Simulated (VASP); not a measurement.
# Ta (I4/mmm) in VASP: notebook

The runs below take Ta through single point, with PBEsol.

Program: VASP 6.6.1. These are calculated values, not measurements. Logs are shortened: lines on timing, memory, paths and dates and some standing lists are left out, and cuts for length are marked.

### 1 The cell of the first run

It takes space group I4/mmm (No. 139, tetragonal). Conventional cell: a = 3.104 Å, b = 3.104 Å, c = 3.303 Å, α = 90.00°, β = 90.00°, γ = 90.00°. Ta (site symmetry 4/mmm) has 14 Ta at 2.75 to 3.30 Å within 3.6 Å.

### 2 Single point, PBEsol (strain -0.0600 x Voigt [1, 1, 0, 0, 0, 0])

The input, INCAR:

```
PREC = Accurate ; ENCUT = 520
EDIFF = 1E-6 ; ISMEAR = 0
SIGMA = 0.15 ; LREAL = False
LASPH = True ; NELM = 80
ALGO = Normal ; ISIF = 2
LWAVE = False ; LCHARG = True
GGA = PS ; LELF = True
LVHAR = True ; NBANDS = 12
```

The input, KPOINTS:

```
Automatic mesh
0
Gamma
  20 20 20
```

The input, POSCAR:

```
Ta
1.0
   -1.5522032000      1.5522032000      1.6512800000
    1.5522032000     -1.5522032000      1.6512800000
    1.5522032000      1.5522032000     -1.6512800000
Ta
1
Direct
    0.0000000000      0.0000000000      0.0000000000
```

Potentials or basis: VASP PAW PBE potentials, release 64 (Ta_pv).

Launch:

```console
> cat potpaw_PBE.64/Ta_pv/POTCAR > POTCAR
> mpirun -np 1 vasp_std > vasp.out
```

OUTCAR:

```text
PREC = Accurate
   ENCUT = 520
   EDIFF = 1E-6
   ISMEAR = 0
   LREAL = False
   LASPH = True
   NELM = 80
   ISIF = 2
   GGA = PS

 ion  position               nearest neighbor table
   1  0.000  0.000  0.000-

  LATTYP: Found a body centered tetragonal cell.
 ALAT       =     3.1044064000
 C/A-ratio  =     1.0638297872

  Lattice vectors:

 A1 = (  -1.5522032000,   1.5522032000,   1.6512800000)
 A2 = (   1.5522032000,  -1.5522032000,   1.6512800000)
 A3 = (   1.5522032000,   1.5522032000,  -1.6512800000)

Analysis of symmetry for initial positions (statically):
=====================================================================
 Subroutine PRICEL returns:
 Original cell was already a primitive cell.

 Routine SETGRP: Setting up the symmetry group for a
 body centered tetragonal supercell.

 Subroutine GETGRP returns: Found 16 space group operations
 (whereof 16 operations were pure point group operations)
 out of a pool of 16 trial point group operations.

The static configuration has the point symmetry D_4h.

Analysis of symmetry for dynamics (positions and initial velocities):
=====================================================================
 Subroutine PRICEL returns:
 Original cell was already a primitive cell.

 Routine SETGRP: Setting up the symmetry group for a
 body centered tetragonal supercell.

 Subroutine GETGRP returns: Found 16 space group operations
 (whereof 16 operations were pure point group operations)
 out of a pool of 16 trial point group operations.

The dynamic configuration has the point symmetry D_4h.

 Subroutine INISYM returns: Found 16 space group operations
 (whereof 16 operations are pure point group operations),
 and found     1 'primitive' translations

----------------------------------------------------------------------------------------

                                     Primitive cell

  volume of cell :      15.9139

  direct lattice vectors                    reciprocal lattice vectors
    -1.552203200  1.552203200  1.651280000     0.000000000  0.322122774  0.302795407
     1.552203200 -1.552203200  1.651280000     0.322122774  0.000000000  0.302795407
     1.552203200  1.552203200 -1.651280000     0.322122774  0.322122774  0.000000000

  length of vectors
     2.746888273  2.746888273  2.746888273     0.442095171  0.442095171  0.455550395

  position of ions in fractional coordinates (direct lattice)
     0.000000000  0.000000000  0.000000000

  ion indices of the primitive-cell ions
   primitive index   ion index
                 1           1

----------------------------------------------------------------------------------------

 KPOINTS: Automatic mesh

Automatic generation of k-mesh.
 Grid dimensions read from file:
 generate k-points for:   20   20   20

 Generating k-lattice:

  Cartesian coordinates                     Fractional coordinates (reciprocal lattice)
     0.000000000  0.016106139  0.015139770     0.050000000  0.000000000  0.000000000
     0.016106139  0.000000000  0.015139770     0.000000000  0.050000000  0.000000000
     0.016106139  0.016106139  0.000000000     0.000000000  0.000000000  0.050000000

  Length of vectors
     0.022104759  0.022104759  0.022777520

  Shift w.r.t. Gamma in fractional coordinates (k-lattice)
     0.000000000  0.000000000  0.000000000

 Subroutine IBZKPT returns following result:
 ===========================================

 Found    641 irreducible k-points:

 Following reciprocal coordinates:
            Coordinates               Weight
  0.000000  0.000000  0.000000      1.000000
  0.050000  0.000000  0.000000      8.000000
  0.100000  0.000000 -0.000000      8.000000
  0.150000  0.000000  0.000000      8.000000
  0.200000  0.000000 -0.000000      8.000000
  0.250000 -0.000000  0.000000      8.000000
[... 16 lines left out ...]
 -0.400000  0.050000 -0.000000     16.000000
 -0.350000  0.050000  0.000000     16.000000
 [... further k-points ...]
   k-points           NKPTS =    641   k-points in BZ     NKDIM =    641   number of bands    NBANDS=     12
   number of dos      NEDOS =    301   number of ions     NIONS =      1
   total plane-waves  NPLWV =   8000
   dimension x,y,z NGX =    20 NGY =   20 NGZ =   20
   dimension x,y,z NGXF=    40 NGYF=   40 NGZF=   40
   ions per type =               1
   NGX,Y,Z   is equivalent  to a cutoff of  12.10, 12.10, 12.10 a.u.
   NGXF,Y,Z  is equivalent  to a cutoff of  24.21, 24.21, 24.21 a.u.
 SYSTEM =  unknown system
   PREC   = accura    normal or accurate (medium, high low for compatibility)
   ISTART =      0    job   : 0-new  1-cont  2-samecut
   ICHARG =      2    charge: 1-file 2-atom 10-const
   ISPIN  =      1    spin polarized calculation?
   LNONCOLLINEAR =      F non collinear calculations
   LSORBIT =      F    spin-orbit coupling
   LASPH  =      T    aspherical Exc in radial PAW
   ENCUT  =  520.0 eV  38.22 Ry    6.18 a.u.   5.11  5.11  5.11*2*pi/ulx,y,z
   NELM   =     80;   NELMIN=  2; NELMDL= -5     # of ELM steps
   EDIFF  = 0.1E-05   stopping-criterion for ELM
   LREAL  =      F    real-space projection
   EDIFFG = 0.1E-04   stopping-criterion for IOM
   NSW    =      0    number of steps for IOM
   IBRION =     -1    ionic relax: 0-MD 1-quasi-New 2-CG
   NFREE  =      0    steps in history (QN), initial steepest desc. (CG)
   ISIF   =      2    stress and relaxation
   ISYM   =      2    0-nonsym 1-usesym 2-fastsym
   POTIM  = 0.5000    time-step for ionic-motion
   TEBEG  =    0.0;   TEEND  =   0.0 temperature during run
   PSTRESS=    0.0 pullay stress
   NELECT =      11.0000    total number of electrons
   NUPDOWN=      -1.0000    fix difference up-down
   EMIN   =  10.00;   EMAX   =-10.00  energy-range for DOS
   EFERMI =   0.00;   METHOD = LEGACY
   ISMEAR =     0;   SIGMA  =   0.15  broadening in eV -4-tet -1-fermi 0-gaus
   EFERMI_NEDOS =   21; number of points for ismear=-14 and -15
   IALGO  =     38    algorithm
   IMIX   =      4    mixing-type and parameters
     AMIX     =   0.40;   BMIX     =  1.00
     AMIX_MAG =   1.60;   BMIX_MAG =  1.00
  volume/ion in A,a.u.               =      15.91       107.39
  Fermi-wavevector in a.u.,A,eV,Ry     =   1.447482  2.735344 28.506974  2.095204
  Thomas-Fermi vector in A             =   2.565432
   LORBIT       =      0    0 simple, 1 ext, 2 COOP (PROOUT), +10 PAW based schemes
   GGA     = PS    functional components
   LHFCALC =     F    Hartree Fock is set to
   AEXX    =    0.0000 exact exchange contribution
   IVDW    =     0    specifies the selected vdW correction
   LEPSILON=     F    determine dielectric tensor
   LRPA    =     F    only Hartree local field effects (RPA)
 non-spin polarized calculation
 Gauss-broadening in eV      SIGMA  =   0.15
  energy-cutoff  :      520.00
  volume of cell :       15.91
 maximum number of plane-waves:       448
   NGX = 11   NGY = 11   NGZ = 11

 number of electron      10.9999998 magnetization

 Free energy of the ion-electron system (eV)
  ---------------------------------------------------
  ext. energy  EPLUGINS =         0.00000000
  ---------------------------------------------------
  free energy    TOTEN  =       -12.39993783 eV

  energy without entropy =      -12.38606443  energy(sigma->0) =      -12.39300113

 E-fermi :   6.3756     XC(G=0): -13.3750

 val. band max:        6.3709766992   @ k =  -0.2500   0.3000   0.1500
 cond. band min:       6.3797000150   @ k =  -0.4500   0.3000  -0.0000
 fundamental gap:      0.0087233159
 Fermi energy:         6.3755787624

 k-point     1 :       0.0000    0.0000    0.0000
  band No.  band energies     occupation
      1     -26.1607      2.00000
      2     -26.1514      2.00000
      3     -26.1514      2.00000
      4      -2.0199      2.00000
      5       6.8176      0.00003
      6       6.8176      0.00003
      7       7.6890      0.00000
      8      10.1379      0.00000
      9      11.3603      0.00000
     10      21.2557      0.00000
     11      21.4525      0.00000
     12      22.4439      0.00000

 k-point     2 :       0.0500    0.0000    0.0000
  band No.  band energies     occupation
      1     -26.2047      2.00000
      2     -26.1646      2.00000
      3     -26.1559      2.00000
      4      -1.8900      2.00000
      5       6.8010      0.00006
      6       6.8405      0.00001
      7       7.7087      0.00000
      8      10.0399      0.00000
      9      11.3010      0.00000
     10      21.4523      0.00000
     11      21.5085      0.00000
     12      22.6636      0.00000

 k-point     3 :       0.1000    0.0000   -0.0000
  band No.  band energies     occupation
      1     -26.3434      2.00000
      2     -26.2030      2.00000
      3     -26.1564      2.00000
      4      -1.5139      2.00000
      5       6.7273      0.00091
      6       6.7890      0.00010
      7       7.9021      0.00000
      8       9.8095      0.00000
      9      11.1817      0.00000
     10      21.4518      0.00000
     11      22.0753      0.00000
     12      23.3039      0.00000

 k-point     4 :       0.1500    0.0000    0.0000
  band No.  band energies     occupation
      1     -26.5547      2.00000
      2     -26.2623      2.00000
      3     -26.1568      2.00000
      4      -0.9345      2.00000
      5       6.5478      0.10449
      6       6.5513      0.09760
      7       8.4186      0.00000
      8       9.6188      0.00000
      9      11.0844      0.00000
     10      21.4508      0.00000
     11      22.5907      0.00000
     12      24.3176      0.00000

 k-point     5 :       0.2000    0.0000   -0.0000
  band No.  band energies     occupation
      1     -26.8124      2.00000
      2     -26.3360      2.00000
      3     -26.1573      2.00000
      4      -0.2287      2.00000
      5       6.1956      1.91031
      6       6.2954      1.55034
      7       9.2147      0.00000
      8       9.6060      0.00000
      9      11.0490      0.00000
     10      21.4486      0.00000
     11      22.6795      0.00000
     12      25.0672      0.00000
[... 228 lines left out ...]
      1     -27.8962      2.00000
      2     -26.6814      2.00000
      3     -26.1791      2.00000
      4       1.4943      2.00000
      5       4.7565      2.00000
      6       8.1834      0.00000
      7      10.1287      0.00000
      8      12.1292      0.00000
      9      15.3256      0.00000
     10      19.2574      0.00000
     11      19.9221      0.00000
     12      21.4956      0.00000

 k-point    22 :      -0.4500    0.0500   -0.0000
  band No.  band energies     occupation
      1     -27.8237      2.00000
      2     -26.6557      2.00000
      3     -26.1805      2.00000
      4       1.5148      2.00000
      5       4.8449      2.00000
      6       7.6224      0.00000
      7      10.1957      0.00000
      8      12.0391      0.00000
      9      14.5773      0.00000
     10      19.5816      0.00000
     11      20.4381      0.00000
     12      21.5114      0.00000

 k-point    23 :      -0.4000    0.0500   -0.0000
  band No.  band energies     occupation
      1     -27.6817      2.00000
      2     -26.6072      2.00000
      3     -26.1814      2.00000
      4       1.4983      2.00000
      5       5.0236      2.00000
      6       6.8877      0.00000
      7      10.1113      0.00000
      8      11.8524      0.00000
      9      13.4255      0.00000
     10      20.2307      0.00000
     11      21.2468      0.00000
     12      21.6914      0.00000

 k-point    24 :      -0.3500    0.0500    0.0000
  band No.  band energies     occupation
      1     -27.4809      2.00000
      2     -26.5401      2.00000
      3     -26.1818      2.00000
      4       1.3287      2.00000
      5       5.2851      2.00000
      6       6.2818      1.62329
      7       9.9269      0.00000
      8      11.5991      0.00000
      9      12.1573      0.00000
     10      21.1015      0.00000
     11      21.4283      0.00000
     12      22.8046      0.00000

 [... further k-points ...]
[... 5 lines left out ...]
  --------------------------------------------------------------------------------------
  -------------------------------------------------------------------------------------
  Total        3.0290399      3.0290399      2.0783601      0.0000000      0.0000000      0.0000000
  in kB      304.9563779    304.9563779    209.2442432      0.0000000      0.0000000      0.0000000
  external PRESSURE =     273.0523330 kB  Pullay stress =       0.0000000 kB

 VOLUME and BASIS-vectors are now :
 -----------------------------------------------------------------------------
  energy-cutoff  :      520.00
  volume of cell :       15.91
      direct lattice vectors                 reciprocal lattice vectors
    -1.552203200  1.552203200  1.651280000     0.000000000  0.322122774  0.302795407
     1.552203200 -1.552203200  1.651280000     0.322122774  0.000000000  0.302795407
     1.552203200  1.552203200 -1.651280000     0.322122774  0.322122774  0.000000000

 POSITION                                       TOTAL-FORCE (eV/Angst)
 -----------------------------------------------------------------------------------
      0.00000      0.00000      0.00000        -0.000000     -0.000000      0.000000
 -----------------------------------------------------------------------------------
    total drift:                                0.000000     -0.000000      0.000000

  FREE ENERGIE OF THE ION-ELECTRON SYSTEM (eV)
  ---------------------------------------------------
  free  energy   TOTEN  =       -12.3999378260 eV

  energy  without entropy=      -12.3860644262  energy(sigma->0) =      -12.39300113
```

Run time: 28 s. Hardware: 1 thread of Intel Xeon 6975P-C (Granite Rapids), shared host; peak memory 0.23 GiB.

Results:

| Item | Value |
| --- | --- |
| Free energy | -12.3999 eV |
| Pressure | 27.3 GPa |

Levels at points of the mesh, in eV from the Fermi level:
| k point | band 3 | band 4 | band 5 | band 6 | band 7 | band 8 |
| --- | --- | --- | --- | --- | --- | --- |
| (0.00, 0.00, 0.00) | -32.53 | -8.40 | 0.44 | 0.44 | 1.31 | 3.76 |
| (0.50, 0.00, 0.00) | -32.54 | -4.99 | -1.64 | 2.12 | 3.72 | 5.67 |
| (0.50, 0.50, 0.00) | -32.61 | -5.01 | -2.54 | 2.63 | 5.22 | 6.03 |
| (0.50, 0.50, 0.50) | -33.65 | -4.74 | -4.51 | 7.71 | 8.02 | 8.02 |

Caveat: the cell differs from its parent crystal (strain -0.0600 x Voigt [1, 1, 0, 0, 0, 0]); the PAW data sets were made with another functional, which shifts forces and pressure a little; spin-orbit coupling is left out, which moves the levels of the heavy elements.

(Continued in part 2 of 2.)
